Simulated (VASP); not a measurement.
# TaN (P-6m2) in VASP: further runs, part 2 of 2

VASP 6.6.1.

## 4. Single point, LDA

This run uses another cell than the first one, of 11.10 Å³/atom, 1.096 times its volume.

Contents of INCAR:

```
SYSTEM = TaN
ALGO     = Normal         ! electronic algorithm
EDIFF    = 1E-7           ! SCF threshold, eV
ENCUT    = 520            ! plane-wave cutoff, eV
GGA      = CA             ! functional
ISIF     = 2              ! what is computed and relaxed
ISMEAR   = -1             ! smearing method
LASPH    = .True.         ! aspherical terms in the spheres
LCHARG   = .False.        ! write CHGCAR
LREAL    = .False.        ! projectors in reciprocal space
LWAVE    = .False.        ! write WAVECAR
NBANDS   = 15             ! bands
NELM     = 100            ! most SCF steps
PREC     = Accurate       ! precision mode
SIGMA    = 0.1            ! smearing width, eV
```

Contents of KPOINTS:

```
k-points
0
Gamma
  11 11 10
  0 0 0
```

Contents of POSCAR:

```
TaN
1.0
    2.9670910008      0.0000000000      0.0000000000
   -1.4835455004      2.5695765493      0.0000000000
    0.0000000000      0.0000000000      2.9115464110
Ta N
1 1
Direct
    0.3333333333      0.6666666667      0.5000000000
    0.0000000000      0.0000000000      0.0000000000
```

Potentials or basis: VASP PAW LDA potentials, release 64 (Ta_pv, N).

On the command line:

```
cat potpaw_LDA.64/Ta_pv/POTCAR potpaw_LDA.64/N/POTCAR > POTCAR
mpirun -np 1 vasp_std > vasp.out
```

OUTCAR:

```text
SYSTEM = TaN
   EDIFF = 1E-7
   ENCUT = 520
   GGA = CA
   ISIF = 2
   ISMEAR = -1
   LASPH = .True.
   LREAL = .False.
   NELM = 100
   PREC = Accurate

 ion  position               nearest neighbor table
   1  0.333  0.667  0.500-   2 2.25   2 2.25   2 2.25   2 2.25   2 2.25   2 2.25
   2  0.000  0.000  0.000-   1 2.25   1 2.25   1 2.25   1 2.25   1 2.25   1 2.25

  LATTYP: Found a hexagonal cell.
 ALAT       =     2.9670910008
 C/A-ratio  =     0.9812797822

  Lattice vectors:

[... 619 lines left out ...]
------------------------ aborting loop because EDIFF is reached ----------------------------------------

  FORCE on cell =-STRESS in cart. coord.  units (eV):
  Direction    XX          YY          ZZ          XY          YZ          ZX
  --------------------------------------------------------------------------------------
  -------------------------------------------------------------------------------------
  Total       -2.5336232     -2.5336239     -2.8974621      0.0000000      0.0000000     -0.0000000
  in kB     -182.8674709   -182.8675232   -209.1280073      0.0000000      0.0000000     -0.0000000
  external PRESSURE =    -191.6210004 kB  Pullay stress =       0.0000000 kB

 VOLUME and BASIS-vectors are now :
 -----------------------------------------------------------------------------
  energy-cutoff  :      520.00
  volume of cell :       22.20
      direct lattice vectors                 reciprocal lattice vectors
     2.967091001  0.000000000  0.000000000     0.337030445  0.194584590  0.000000000
    -1.483545500  2.569576549  0.000000000     0.000000000  0.389169181  0.000000000
     0.000000000  0.000000000  2.911546411     0.000000000  0.000000000  0.343460093

 POSITION                                       TOTAL-FORCE (eV/Angst)
 -----------------------------------------------------------------------------------
     -0.00000      1.71305      1.45577        -0.000000      0.000000      0.000000
      0.00000      0.00000      0.00000         0.000000     -0.000000      0.000000
 -----------------------------------------------------------------------------------
    total drift:                                0.000000      0.000005     -0.000000

  FREE ENERGIE OF THE ION-ELECTRON SYSTEM (eV)
  ---------------------------------------------------
  free  energy   TOTEN  =       -24.6433511804 eV

  energy  without entropy=      -24.6402886328  energy(sigma->0) =      -24.64181991
```

OSZICAR:

```text
N       E                     dE             d eps       ncg     rms          rms(c)
DAV:   1     0.865671792669E+02    0.86567E+02   -0.88059E+03  2880   0.112E+03
DAV:   2    -0.245409251814E+02   -0.11111E+03   -0.10481E+03  3482   0.296E+02
DAV:   3    -0.272178049680E+02   -0.26769E+01   -0.26656E+01  3412   0.421E+01
DAV:   4    -0.272283945881E+02   -0.10590E-01   -0.10586E-01  3622   0.289E+00
DAV:   5    -0.272284643568E+02   -0.69769E-04   -0.69757E-04  3454   0.217E-01    0.221E+01
DAV:   6    -0.248021781592E+02    0.24263E+01   -0.43025E+00  3461   0.234E+01    0.926E+00
DAV:   7    -0.246870532183E+02    0.11512E+00   -0.58771E-01  3167   0.569E+00    0.641E+00
DAV:   8    -0.246500614186E+02    0.36992E-01   -0.18085E-01  3286   0.351E+00    0.128E+00
DAV:   9    -0.246436067297E+02    0.64547E-02   -0.14712E-02  3069   0.964E-01    0.189E-01
DAV:  10    -0.246434221814E+02    0.18455E-03   -0.73307E-04  3405   0.314E-01    0.119E-01
DAV:  11    -0.246433506731E+02    0.71508E-04   -0.99815E-05  3160   0.904E-02    0.179E-02
DAV:  12    -0.246433512440E+02   -0.57093E-06   -0.81404E-06  3160   0.230E-02    0.379E-03
DAV:  13    -0.246433511804E+02    0.63676E-07   -0.15361E-07  3301   0.319E-03
   1 F= -.24643351E+02 E0= -.24641820E+02  d E =-.306255E-02
```

stdout:

```text
POSCAR found type information on POSCAR TaN
 POSCAR found :  2 types and       2 ions
 scaLAPACK will be used
 LDA part: xc-table for (Slater(with rela. corr.)+CA(PZ))
 , standard interpolation
 POSCAR, INCAR and KPOINTS ok, starting setup
 FFT: planning ... GRIDC
 FFT: planning ... GRID_SOFT
 FFT: planning ... GRID
 WAVECAR not read
 entering main loop
```

It took 14 s on 1 thread of Intel Xeon Platinum 8488C (Sapphire Rapids), shared host; peak memory 0.15 GiB.

What came out:

* Free energy: -24.6434 eV
* Pressure: -19.2 GPa
* Band gap on the k mesh: zero (band 8 reaches 8.16 eV, above the bottom of band 9 at 7.69 eV)

Levels at points of the mesh, in eV from the Fermi level:
```csv
k point,band 4,band 5,band 6,band 7,band 8,band 9,band 10,band 11,band 12,band 13
"(0.00, 0.00, 0.00)",-17.31,-4.41,-4.41,-4.06,-2.84,2.14,3.45,3.45,3.76,3.76
"(0.00, 0.00, 0.50)",-14.75,-9.12,-3.63,-3.63,-0.11,-0.11,2.35,3.19,3.19,8.04
```

Caveat: spin-orbit coupling is left out, which moves the levels of the heavy elements.

## 5. Single point, LDA

This run uses another cell than the first one, of 11.42 Å³/atom, 1.128 times its volume.

Contents of INCAR:

```
SYSTEM = TaN
PREC = Accurate
ENCUT = 520
EDIFF = 1E-7
ISMEAR = -1
SIGMA = 0.1
LREAL = .False.
LASPH = .True.
NELM = 100
ALGO = Normal
ISIF = 2
LWAVE = .False.
LCHARG = .False.
NBANDS = 15
```

Contents of KPOINTS:

```
regular mesh
0
Gamma
  11 11 10
  0 0 0
```

Contents of POSCAR:

```
TaN
1.0
    2.9956224723      0.0000000000      0.0000000000
   -1.4978112361      2.5942855320      0.0000000000
    0.0000000000      0.0000000000      2.9395437670
Ta N
1 1
Direct
    0.3333333333      0.6666666667      0.5000000000
    0.0000000000      0.0000000000      0.0000000000
```

On the command line:

```
cat potpaw_LDA.64/Ta_pv/POTCAR potpaw_LDA.64/N/POTCAR > POTCAR
mpirun -np 1 vasp_std > vasp.out
```

It took 15 s on 1 thread of Intel Xeon Platinum 8488C (Sapphire Rapids), shared host; peak memory 0.15 GiB.

The run converged. Its results:

```yaml
Free_energy: -24.5501 eV
Pressure: -27.1 GPa
Band_gap_on_the_k_mesh: zero (band 8 reaches 7.85 eV, above the bottom of band 9 at 7.39 eV)
```

Stress tensor (GPa, compression positive):
```
-25.90   0.00   0.00
  0.00 -25.90   0.00
  0.00   0.00 -29.46
```

Levels at points of the mesh, in eV from the Fermi level:
| k point | band 6 | band 7 | band 8 | band 9 | band 10 | band 11 |
| --- | --- | --- | --- | --- | --- | --- |
| (0.00, 0.00, 0.00) | -4.29 | -3.93 | -2.80 | 1.93 | 3.32 | 3.32 |
| (0.00, 0.00, 0.50) | -3.53 | -3.53 | -0.10 | -0.10 | 2.27 | 3.10 |

Caveat: spin-orbit coupling is left out, which moves the levels of the heavy elements.

## 6. The runs side by side

```csv
cell,gap on the mesh (eV),pressure (GPa)
"a = 2.878, b = 2.878, c = 2.824 Å, angles 90.0, 90.0, 120.0°, 2 atoms",none,14.2
"a = 2.908, b = 2.908, c = 2.854 Å, angles 90.0, 90.0, 120.0°, 2 atoms",none,1.2
"a = 2.967, b = 2.967, c = 2.912 Å, angles 90.0, 90.0, 120.0°, 2 atoms",none,-19.2
"a = 2.996, b = 2.996, c = 2.940 Å, angles 90.0, 90.0, 120.0°, 2 atoms",none,-27.1
```

Alike in all rows: task single point; level LDA; potentials or basis VASP PAW LDA potentials, release 64 (Ta_pv, N); no spin polarisation; k mesh 11 × 11 × 10; cutoff (eV) 520; smearing fermi-dirac 0.1 eV.

Caveats: spin-orbit coupling is left out, which moves the levels of the heavy elements.

Absolute energies hang on the potentials; compare differences alone.
